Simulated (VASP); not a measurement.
# MgB2 (P6/mmm) in VASP: notebook

The runs below take MgB2 through single point, with PBEsol+D3(BJ), revPBE.

All numbers are computed with VASP 6.6.1; they aren't measurements. Logs are shortened: lines on timing, memory, paths and dates and some standing lists are left out, and cuts for length are marked.

### Step 1. The cell of the first run

Symmetry: P6/mmm, No. 191, hexagonal system. The conventional cell has a = 3.043 Å, b = 3.043 Å, c = 3.475 Å, α = 90.00°, β = 90.00°, γ = 120.00°. Mg (site symmetry 6/mmm) has 12 B at 2.47 Å and 6 Mg at 3.04 Å within 3.3 Å. Within 2.3 Å of B (site symmetry -6m2) lie 3 B at 1.76 Å.

### Step 2. Single point, PBEsol+D3(BJ)

INCAR reads:

```
SYSTEM = MgB2
  ALGO = Normal
  EDIFF = 1E-6
  ENCUT = 520
  GGA = PS
  ISIF = 2
  ISMEAR = -1
  IVDW = 12
  LASPH = .True.
  LCHARG = .True.
  LELF = .True.
  LREAL = .False.
  LVHAR = .True.
  LWAVE = .False.
  NBANDS = 11
  NELM = 100
  PREC = Accurate
  SIGMA = 0.05
```

KPOINTS reads:

```
k-points
0
Gamma
  10 10 8
  0 0 0
```

POSCAR reads:

```
MgB2
1.0
    3.0433056997      0.0000000000      0.0000000000
   -1.5216528499      2.6355800475      0.0000000000
    0.0000000000      0.0000000000      3.4753860551
Mg B
1 2
Direct
    0.0000000000      0.0000000000      0.0000000000
    0.6666666667      0.3333333333      0.5000000000
    0.3333333333      0.6666666667      0.5000000000
```

Potentials or basis: VASP PAW PBE potentials, release 64 (Mg, B).

Command:

```
> cat potpaw_PBE.64/Mg/POTCAR potpaw_PBE.64/B/POTCAR > POTCAR
> mpirun -np 1 vasp_std > vasp.out
```

OUTCAR:

```text
SYSTEM = MgB2
   EDIFF = 1E-6
   ENCUT = 520
   GGA = PS
   ISIF = 2
   ISMEAR = -1
   IVDW = 12
   LASPH = .True.
   LREAL = .False.
   NELM = 100
   PREC = Accurate
 IVDW          = 12

 ion  position               nearest neighbor table
   1  0.000  0.000  0.000-   2 2.47   3 2.47   2 2.47   3 2.47   2 2.47   2 2.47   3 2.47   3 2.47
                             2 2.47   2 2.47   3 2.47   3 2.47
   2  0.667  0.333  0.500-   3 1.76   3 1.76   3 1.76   1 2.47   1 2.47   1 2.47   1 2.47   1 2.47
                             1 2.47
   3  0.333  0.667  0.500-   2 1.76   2 1.76   2 1.76   1 2.47   1 2.47   1 2.47   1 2.47   1 2.47
                             1 2.47

  LATTYP: Found a hexagonal cell.
 ALAT       =     3.0433056997
 C/A-ratio  =     1.1419773096

  Lattice vectors:

 A1 = (   3.0433056997,   0.0000000000,   0.0000000000)
 A2 = (  -1.5216528499,   2.6355800475,   0.0000000000)
 A3 = (   0.0000000000,   0.0000000000,   3.4753860551)

Analysis of symmetry for initial positions (statically):
=====================================================================
 Subroutine PRICEL returns:
 Original cell was already a primitive cell.

 Routine SETGRP: Setting up the symmetry group for a
 hexagonal supercell.

 Subroutine GETGRP returns: Found 24 space group operations
 (whereof 24 operations were pure point group operations)
 out of a pool of 24 trial point group operations.

The static configuration has the point symmetry D_6h.

Analysis of symmetry for dynamics (positions and initial velocities):
=====================================================================
 Subroutine PRICEL returns:
 Original cell was already a primitive cell.

 Routine SETGRP: Setting up the symmetry group for a
 hexagonal supercell.

 Subroutine GETGRP returns: Found 24 space group operations
 (whereof 24 operations were pure point group operations)
 out of a pool of 24 trial point group operations.

The dynamic configuration has the point symmetry D_6h.

 Subroutine INISYM returns: Found 24 space group operations
 (whereof 24 operations are pure point group operations),
 and found     1 'primitive' translations

----------------------------------------------------------------------------------------

                                     Primitive cell

  volume of cell :      27.8756

  direct lattice vectors                    reciprocal lattice vectors
     3.043305700  0.000000000  0.000000000     0.328590059  0.189711559  0.000000000
    -1.521652850  2.635580047  0.000000000     0.000000000  0.379423118  0.000000000
     0.000000000  0.000000000  3.475386055     0.000000000  0.000000000  0.287737818

  length of vectors
[... 97 lines left out ...]
   EMIN   =  10.00;   EMAX   =-10.00  energy-range for DOS
   EFERMI =   0.00;   METHOD = LEGACY
   ISMEAR =    -1;   SIGMA  =   0.05  broadening in eV -4-tet -1-fermi 0-gaus
   EFERMI_NEDOS =   21; number of points for ismear=-14 and -15
   IALGO  =     38    algorithm
   IMIX   =      4    mixing-type and parameters
     AMIX     =   0.40;   BMIX     =  1.00
     AMIX_MAG =   1.60;   BMIX_MAG =  1.00
  volume/ion in A,a.u.               =       9.29        62.70
  Fermi-wavevector in a.u.,A,eV,Ry     =   1.079849  2.040620 15.865411  1.166075
  Thomas-Fermi vector in A             =   2.215825
   LORBIT       =      0    0 simple, 1 ext, 2 COOP (PROOUT), +10 PAW based schemes
   GGA     = PS    functional components
   LHFCALC =     F    Hartree Fock is set to
   AEXX    =    0.0000 exact exchange contribution
   IVDW    =    12    specifies the selected vdW correction
   LEPSILON=     F    determine dielectric tensor
   LRPA    =     F    only Hartree local field effects (RPA)
 non-spin polarized calculation
  energy-cutoff  :      520.00
  volume of cell :       27.88
 maximum number of plane-waves:       763
 NGX is ok and might be reduce to    24
   NGX = 11   NGY = 11   NGZ = 13

 number of electron       8.0000000 magnetization

 Free energy of the ion-electron system (eV)
  ---------------------------------------------------
  ext. energy  EPLUGINS =         0.00000000
  ---------------------------------------------------
  free energy    TOTEN  =       -16.21691762 eV

  energy without entropy =      -16.21018354  energy(sigma->0) =      -16.21355058

 E-fermi :   5.5493     XC(G=0): -11.1540

 val. band max:        5.5397895963   @ k =   0.3000   0.2000   0.0000
 cond. band min:       5.5555160998   @ k =   0.1000   0.0000   0.1250
 fundamental gap:      0.0157265035
 Fermi energy:         5.5493376528

 k-point     1 :       0.0000    0.0000    0.0000
  band No.  band energies     occupation
      1      -7.1482      2.00000
      2       2.4771      2.00000
      3       5.9141      0.00136
      4       5.9141      0.00136
      5       7.2141      0.00000
      6      11.9624      0.00000
      7      11.9624      0.00000
      8      14.0571      0.00000
      9      15.8061      0.00000
     10      18.5038      0.00000
     11      21.9465      0.00000
[... 309 lines left out ...]
 k-point    24 :       0.4000    0.1000    0.1250
  band No.  band energies     occupation
      1      -3.4332      2.00000
      2      -1.6682      2.00000
      3       2.6250      2.00000
      4       4.7999      2.00000
      5       7.7517      0.00000
      6      10.8458      0.00000
      7      12.0491      0.00000
      8      14.0751      0.00000
      9      15.9149      0.00000
     10      19.3264      0.00000
     11      20.3125      0.00000

 [... further k-points ...]

------------------------ aborting loop because EDIFF is reached ----------------------------------------

 Edisp (eV)   -0.73406

 E8    (eV) :    -0.4473

  FORCE on cell =-STRESS in cart. coord.  units (eV):
  Direction    XX          YY          ZZ          XY          YZ          ZX
  --------------------------------------------------------------------------------------
  -------------------------------------------------------------------------------------
  Total       0.00508     0.00508    -0.49298    -0.00000     0.00000     0.00000
  in kB       0.29209     0.29209   -28.33421    -0.00000     0.00000     0.00000
  external pressure =       -9.25 kB  Pullay stress =        0.00 kB

 VOLUME and BASIS-vectors are now :
 -----------------------------------------------------------------------------
  energy-cutoff  :      520.00
  volume of cell :       27.88
      direct lattice vectors                 reciprocal lattice vectors
     3.043305700  0.000000000  0.000000000     0.328590059  0.189711559  0.000000000
    -1.521652850  2.635580047  0.000000000     0.000000000  0.379423118  0.000000000
     0.000000000  0.000000000  3.475386055     0.000000000  0.000000000  0.287737818

 POSITION                                       TOTAL-FORCE (eV/Angst)
 -----------------------------------------------------------------------------------
      0.00000      0.00000      0.00000         0.000000      0.000000      0.000000
      1.52165      0.87853      1.73769        -0.000000     -0.000000      0.000000
     -0.00000      1.75705      1.73769         0.000000      0.000000     -0.000000
 -----------------------------------------------------------------------------------
    total drift:                                0.000000     -0.000000      0.000000

  FREE ENERGIE OF THE ION-ELECTRON SYSTEM (eV)
  ---------------------------------------------------
  free  energy   TOTEN  =       -16.9509823038 eV

  energy  without entropy=      -16.9442482303  energy(sigma->0) =      -16.94761527
```

stdout:

```text
POSCAR found type information on POSCAR MgB
 POSCAR found :  2 types and       3 ions
 scaLAPACK will be used
 -----------------------------------------------------------------------------
|                                                                             |
|                                                                             |
|     You enforced a specific xc type in the INCAR file but a different       |
|     I HOPE YOU KNOW WHAT YOU ARE DOING!                                     |
|                                                                             |
 -----------------------------------------------------------------------------

 LDA part: xc-table for (Slater+PW92), standard interpolation
 POSCAR, INCAR and KPOINTS ok, starting setup
 FFT: planning ... GRIDC
 FFT: planning ... GRID_SOFT
 FFT: planning ... GRID
 WAVECAR not read
 entering main loop
```

Run time: 10 s. Hardware: 1 thread of Intel Xeon 6975P-C, shared host; peak memory 0.17 GiB.

What came out:

- Free energy: -16.9510 eV
- Pressure: -0.9 GPa
- Band gap on the k mesh: zero (band 4 reaches 6.64 eV, above the bottom of band 5 at 4.09 eV)
- Dispersion energy per atom: -0.245 eV

Caveat: the PAW data sets were made with another functional, which shifts forces and pressure a little; pairwise dispersion overbinds metals, which lowers pressure and volume.

### Step 3. Single point, PBEsol+D3(BJ)

This run uses another cell than the first one, of 9.49 Å³/atom, 1.021 times its volume.

INCAR reads:

```
PREC     = Accurate       # precision mode
ENCUT    = 520            # plane-wave cutoff, eV
EDIFF    = 1E-6           # SCF threshold, eV
ISMEAR   = -1             # smearing method
SIGMA    = 0.05           # smearing width, eV
LREAL    = F              # projectors in reciprocal space
LASPH    = T              # aspherical terms in the spheres
NELM     = 80             # most SCF steps
ALGO     = Normal         # electronic algorithm
ISIF     = 2              # what is computed and relaxed
LWAVE    = F              # write WAVECAR
LCHARG   = F              # write CHGCAR
GGA      = PS             # functional
IVDW     = 12             # dispersion correction
NBANDS   = 11             # bands
```

KPOINTS reads:

```
Automatic mesh
0
Gamma
  10 10 8
```

POSCAR reads:

```
MgB2
1.0
    3.0642946782      0.0000000000      0.0000000000
   -1.5321473391      2.6537570360      0.0000000000
    0.0000000000      0.0000000000      3.4993549923
Mg B
1 2
Direct
    0.0000000000      0.0000000000      0.0000000000
    0.6666666667      0.3333333333      0.5000000000
    0.3333333333      0.6666666667      0.5000000000
```

Potentials or basis: VASP PAW PBE potentials, release 64 (Mg, B).

Command:

```
> cat potpaw_PBE.64/Mg/POTCAR potpaw_PBE.64/B/POTCAR > POTCAR
> mpirun -np 1 vasp_std > vasp.out
```

OUTCAR:

```text
PREC = Accurate
   ENCUT = 520
   EDIFF = 1E-6
   ISMEAR = -1
   LREAL = F
   LASPH = T
   NELM = 80
   ISIF = 2
   GGA = PS
   IVDW = 12
 IVDW          = 12

 ion  position               nearest neighbor table
   1  0.000  0.000  0.000-   2 2.49   3 2.49   2 2.49   3 2.49   3 2.49   3 2.49   2 2.49   2 2.49
                             2 2.49   2 2.49   3 2.49   3 2.49
   2  0.667  0.333  0.500-   3 1.77   3 1.77   3 1.77   1 2.49   1 2.49   1 2.49   1 2.49   1 2.49
                             1 2.49
   3  0.333  0.667  0.500-   2 1.77   2 1.77   2 1.77   1 2.49   1 2.49   1 2.49   1 2.49   1 2.49
                             1 2.49

  LATTYP: Found a hexagonal cell.
 ALAT       =     3.0642946782
 C/A-ratio  =     1.1419773096

  Lattice vectors:

 A1 = (   3.0642946782,   0.0000000000,   0.0000000000)
 A2 = (  -1.5321473391,   2.6537570360,   0.0000000000)
 A3 = (   0.0000000000,   0.0000000000,   3.4993549923)

Analysis of symmetry for initial positions (statically):
=====================================================================
 Subroutine PRICEL returns:
 Original cell was already a primitive cell.

 Routine SETGRP: Setting up the symmetry group for a
 hexagonal supercell.

 Subroutine GETGRP returns: Found 24 space group operations
 (whereof 24 operations were pure point group operations)
 out of a pool of 24 trial point group operations.

The static configuration has the point symmetry D_6h.

Analysis of symmetry for dynamics (positions and initial velocities):
=====================================================================
 Subroutine PRICEL returns:
 Original cell was already a primitive cell.

 Routine SETGRP: Setting up the symmetry group for a
 hexagonal supercell.

 Subroutine GETGRP returns: Found 24 space group operations
 (whereof 24 operations were pure point group operations)
 out of a pool of 24 trial point group operations.

The dynamic configuration has the point symmetry D_6h.

 Subroutine INISYM returns: Found 24 space group operations
 (whereof 24 operations are pure point group operations),
 and found     1 'primitive' translations

----------------------------------------------------------------------------------------

                                     Primitive cell

  volume of cell :      28.4564

  direct lattice vectors                    reciprocal lattice vectors
     3.064294678  0.000000000  0.000000000     0.326339372  0.188412124  0.000000000
    -1.532147339  2.653757036  0.000000000     0.000000000  0.376824248  0.000000000
     0.000000000  0.000000000  3.499354992     0.000000000  0.000000000  0.285766949

  length of vectors
     3.064294678  3.064294678  3.499354992     0.376824248  0.376824248  0.285766949

  position of ions in fractional coordinates (direct lattice)
     0.000000000  0.000000000  0.000000000
     0.666666667  0.333333333  0.500000000
     0.333333333  0.666666667  0.500000000

  ion indices of the primitive-cell ions
   primitive index   ion index
                 1           1
                 2           2
                 3           3

----------------------------------------------------------------------------------------

 KPOINTS: Automatic mesh
[... 49 lines left out ...]
 [... further k-points ...]
   k-points           NKPTS =     70   k-points in BZ     NKDIM =     70   number of bands    NBANDS=     11
   number of dos      NEDOS =    301   number of ions     NIONS =      3
   total plane-waves  NPLWV =  16128
   dimension x,y,z NGX =    24 NGY =   24 NGZ =   28
   dimension x,y,z NGXF=    48 NGYF=   48 NGZF=   56
   ions per type =               1   2
   NGX,Y,Z   is equivalent  to a cutoff of  13.02, 13.02, 13.30 a.u.
   NGXF,Y,Z  is equivalent  to a cutoff of  26.04, 26.04, 26.60 a.u.
 SYSTEM =  unknown system
   PREC   = accura    normal or accurate (medium, high low for compatibility)
   ISTART =      0    job   : 0-new  1-cont  2-samecut
   ICHARG =      2    charge: 1-file 2-atom 10-const
   ISPIN  =      1    spin polarized calculation?
   LNONCOLLINEAR =      F non collinear calculations
   LSORBIT =      F    spin-orbit coupling
   LASPH  =      T    aspherical Exc in radial PAW
   ENCUT  =  520.0 eV  38.22 Ry    6.18 a.u.   5.70  5.70  6.51*2*pi/ulx,y,z
   NELM   =     80;   NELMIN=  2; NELMDL= -5     # of ELM steps
   EDIFF  = 0.1E-05   stopping-criterion for ELM
   LREAL  =      F    real-space projection
   EDIFFG = 0.1E-04   stopping-criterion for IOM
   NSW    =      0    number of steps for IOM
   IBRION =     -1    ionic relax: 0-MD 1-quasi-New 2-CG
   NFREE  =      0    steps in history (QN), initial steepest desc. (CG)
   ISIF   =      2    stress and relaxation
   ISYM   =      2    0-nonsym 1-usesym 2-fastsym
   POTIM  = 0.5000    time-step for ionic-motion
   TEBEG  =    0.0;   TEEND  =   0.0 temperature during run
   PSTRESS=    0.0 pullay stress
   NELECT =       8.0000    total number of electrons
   NUPDOWN=      -1.0000    fix difference up-down
   EMIN   =  10.00;   EMAX   =-10.00  energy-range for DOS
   EFERMI =   0.00;   METHOD = LEGACY
   ISMEAR =    -1;   SIGMA  =   0.05  broadening in eV -4-tet -1-fermi 0-gaus
   EFERMI_NEDOS =   21; number of points for ismear=-14 and -15
   IALGO  =     38    algorithm
   IMIX   =      4    mixing-type and parameters
     AMIX     =   0.40;   BMIX     =  1.00
     AMIX_MAG =   1.60;   BMIX_MAG =  1.00
  volume/ion in A,a.u.               =       9.49        64.01
  Fermi-wavevector in a.u.,A,eV,Ry     =   1.072453  2.026642 15.648814  1.150155
  Thomas-Fermi vector in A             =   2.208223
   LORBIT       =      0    0 simple, 1 ext, 2 COOP (PROOUT), +10 PAW based schemes
   GGA     = PS    functional components
   LHFCALC =     F    Hartree Fock is set to
   AEXX    =    0.0000 exact exchange contribution
   IVDW    =    12    specifies the selected vdW correction
   LEPSILON=     F    determine dielectric tensor
   LRPA    =     F    only Hartree local field effects (RPA)
 non-spin polarized calculation
  energy-cutoff  :      520.00
  volume of cell :       28.46
 maximum number of plane-waves:       781
 NGX is ok and might be reduce to    24
   NGX = 11   NGY = 11   NGZ = 13

 number of electron       8.0000000 magnetization

 Free energy of the ion-electron system (eV)
  ---------------------------------------------------
  ext. energy  EPLUGINS =         0.00000000
  ---------------------------------------------------
  free energy    TOTEN  =       -16.22322296 eV

  energy without entropy =      -16.21664300  energy(sigma->0) =      -16.21993298

 E-fermi :   5.3996     XC(G=0): -11.0718

 val. band max:        5.3994237839   @ k =   0.1000   0.0000   0.1250
 cond. band min:       5.4943161228   @ k =   0.4000   0.1000   0.0000
 fundamental gap:      0.0948923389
 Fermi energy:         5.3996444919

 k-point     1 :       0.0000    0.0000    0.0000
  band No.  band energies     occupation
      1      -7.1707      2.00000
      2       2.3715      2.00000
      3       5.7522      0.00173
      4       5.7522      0.00173
      5       7.0160      0.00000
      6      11.7235      0.00000
      7      11.7235      0.00000
      8      13.6837      0.00000
      9      15.4750      0.00000
     10      18.1240      0.00000
     11      21.6071      0.00000
[... 309 lines left out ...]
 k-point    24 :       0.4000    0.1000    0.1250
  band No.  band energies     occupation
      1      -3.5048      2.00000
      2      -1.7485      2.00000
      3       2.5091      2.00000
      4       4.6659      2.00000
      5       7.5749      0.00000
      6      10.6116      0.00000
      7      11.7759      0.00000
      8      13.7460      0.00000
      9      15.6049      0.00000
     10      18.9380      0.00000
     11      19.9166      0.00000

 [... further k-points ...]

------------------------ aborting loop because EDIFF is reached ----------------------------------------

 Edisp (eV)   -0.71880

 E8    (eV) :    -0.4380

  FORCE on cell =-STRESS in cart. coord.  units (eV):
  Direction    XX          YY          ZZ          XY          YZ          ZX
  --------------------------------------------------------------------------------------
  -------------------------------------------------------------------------------------
  Total      -0.63683    -0.63683    -0.91513    -0.00000    -0.00000     0.00000
  in kB     -35.85534   -35.85534   -51.52436    -0.00000    -0.00000     0.00000
  external pressure =      -41.08 kB  Pullay stress =        0.00 kB

 VOLUME and BASIS-vectors are now :
 -----------------------------------------------------------------------------
  energy-cutoff  :      520.00
  volume of cell :       28.46
      direct lattice vectors                 reciprocal lattice vectors
     3.064294678  0.000000000  0.000000000     0.326339372  0.188412124  0.000000000
    -1.532147339  2.653757036  0.000000000     0.000000000  0.376824248  0.000000000
     0.000000000  0.000000000  3.499354992     0.000000000  0.000000000  0.285766949

 POSITION                                       TOTAL-FORCE (eV/Angst)
 -----------------------------------------------------------------------------------
      0.00000      0.00000      0.00000        -0.000000     -0.000000      0.000000
      1.53215      0.88459      1.74968        -0.000000      0.000000      0.000000
     -0.00000      1.76917      1.74968         0.000000     -0.000000     -0.000000
 -----------------------------------------------------------------------------------
    total drift:                                0.000000     -0.000000      0.000000

  FREE ENERGIE OF THE ION-ELECTRON SYSTEM (eV)
  ---------------------------------------------------
  free  energy   TOTEN  =       -16.9420239548 eV

  energy  without entropy=      -16.9354439935  energy(sigma->0) =      -16.93873397
```

Wall time 9.6 s (1 thread of Intel Xeon 6975P-C, shared host); peak memory 0.17 GiB.

Results:

```
Free energy                : -16.9420 eV
Pressure                   : -4.1 GPa
Band gap on the k mesh     : zero (band 4 reaches 6.48 eV, above the bottom of band 5 at 3.97 eV)
Dispersion energy per atom : -0.240 eV
```

Caveat: the PAW data sets were made with another functional, which shifts forces and pressure a little; pairwise dispersion overbinds metals, which lowers pressure and volume.

(Part 1 of 2 ends here.)
